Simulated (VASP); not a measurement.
Here is a VASP 6.6.1 calculation.

File INCAR:

```
  PREC = Accurate
  ENCUT = 600
  EDIFF = 1E-6
  ISMEAR = 0
  SIGMA = 0.1
  LREAL = F
  LASPH = T
  NELM = 80
  ALGO = Normal
  ISIF = 3
  LWAVE = F
  LCHARG = F
  GGA = PE
  IBRION = 2
  NSW = 100
  EDIFFG = -0.01
```

The input KPOINTS:

```
Automatic mesh
0
Gamma
  22 22 22
```

The input POSCAR:

```
CuO
1.0
    0.0000000000      2.1212817779      2.1212817779
    2.1212817779      0.0000000000      2.1212817779
    2.1212817779      2.1212817779      0.0000000000
Cu O
1 1
Direct
    0.0000000000      0.0000000000      0.0000000000
    0.5000000000      0.5000000000      0.5000000000
```

Potentials or basis: VASP PAW PBE potentials, release 64 (Cu, O).

Launch:

```sh
$ cat potpaw_PBE.64/Cu/POTCAR potpaw_PBE.64/O/POTCAR > POTCAR
$ mpirun -np 1 vasp_std > vasp.out
```

Task: What does it give for the relaxed volume?

Result: 9.56 Å³/atom.

Task: Estimate the relaxed cell.

Result: a = 3.002 Å, b = 3.002 Å, c = 3.002 Å, α = 60.00°, β = 60.00°, γ = 60.00°.

Task: What does it give for the space group after relaxing (to 0.05 Å)?

Result: Fm-3m (No. 225).

Final structure:
```
Cu O
1.0
     0.00000    2.12249    2.12249
     2.12249    0.00000    2.12249
     2.12249    2.12249    0.00000
Cu O
1 1
Direct
  0.00000 0.00000 0.00000
  0.50000 0.50000 0.50000
```

Caveat: an odd number of electrons without spin polarisation forces a metal; a magnetic or distorted state may lie lower.
